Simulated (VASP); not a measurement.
Set up this calculation in VASP 6.6.1, as the native input.

| Quantity | Value |
| --- | --- |
| Task | single point |
| Functional | LDA |
| Potentials or basis | VASP PAW LDA potentials, release 64 (Bi_d, Br, O) |
| Cutoff | 520 eV |
| k mesh | 8 × 8 × 4 |
| Occupations | gaussian, width 0.05 eV |
| Spin | no spin polarisation |
| Dipole correction | no |
| Further INCAR settings | ALGO = Normal; EDIFF = 1e-06; NBANDS = 37 |

The structure of BiBrO lies in POSCAR:

```
BiBrO
1.0
    3.9473000000      0.0000000000      0.0000000000
    0.0000000000      3.9473000000      0.0000000000
    0.0000000000      0.0000000000      7.8867516861
Bi Br O
2 2 2
Direct
    0.0000000000      0.5000000000      0.1575579020
    0.5000000000      0.0000000000      0.8424420980
    0.0000000000      0.5000000000      0.6517216503
    0.5000000000      0.0000000000      0.3482783497
    0.0000000000      0.0000000000      0.0000000000
    0.5000000000      0.5000000000      0.0000000000
```

The input as run:

INCAR

```
PREC = Accurate ; ENCUT = 520
EDIFF = 1E-6 ; ISMEAR = 0
SIGMA = 0.05 ; LREAL = F
LASPH = T ; NELM = 80
ALGO = Normal ; ISIF = 2
LWAVE = F ; LCHARG = T
GGA = CA ; LELF = T
LVHAR = T ; NBANDS = 37
```

KPOINTS

```
regular mesh
0
Gamma
  8 8 4
```

Potentials or basis: VASP PAW LDA potentials, release 64 (Bi_d, Br, O).

Launch:

```bash
$ cat potpaw_LDA.64/Bi_d/POTCAR potpaw_LDA.64/Br/POTCAR potpaw_LDA.64/O/POTCAR > POTCAR
$ mpirun -np 1 vasp_std > vasp.out
```

Results of the run:

```yaml
Pressure: -3.0 GPa
Largest_force: 0.214 eV/Å
Band_gap_on_the_k_mesh: 1.98 eV (least direct gap 2.12 eV)
```

Caveat: spin-orbit coupling is left out, which moves the levels of the heavy elements.

It took 4 min on 1 thread of AMD EPYC 7R13, on a shared host, peak memory 0.27 GiB.
